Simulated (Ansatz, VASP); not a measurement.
One calculation of CuAs, two programs

```
CELL_PARAMETERS angstrom
3.90604 0.00000 0.00000
-1.95302 3.38273 0.00000
0.00000 0.00000 4.18494
ATOMIC_POSITIONS crystal
Cu 0.00000 0.00000 0.50000
Cu 0.00000 0.00000 0.00000
As 0.66667 0.33333 0.75000
As 0.33333 0.66667 0.25000
```

Alike in both runs: task single point; functional LDA; k mesh 15 × 15 × 10; occupations gaussian, width 0.15 eV; no spin polarisation.

```csv
,VASP,Ansatz
version,VASP 6.6.1,Ansatz 0.2.0
potentials or method,"VASP PAW LDA potentials, release 64 (Cu, As), cutoff 520 eV","scalar-relativistic, plane waves, PAW"
valence electrons in the cell,32,68
```

Ansatz gave:

```
gap on the k mesh at the Fermi level (eV)                     : none
pressure (GPa)                                                : 17.7
traceless stress, the component that is largest in VASP (GPa) : 28.97
```

Estimate VASP's values.

gap on the k mesh at the Fermi level (eV): none; pressure (GPa): 18.3; traceless stress, the component that is largest in VASP (GPa): 28.88.

LDA's correlation is that of Perdew and Zunger in VASP and of Perdew and Wang (1992) in Ansatz. A gap of «none» marks a metal or a gap that the smearing closes. VASP's potentials hold 32 valence electrons a cell and Ansatz's 68, so a difference there can come from the potentials and not from the codes.
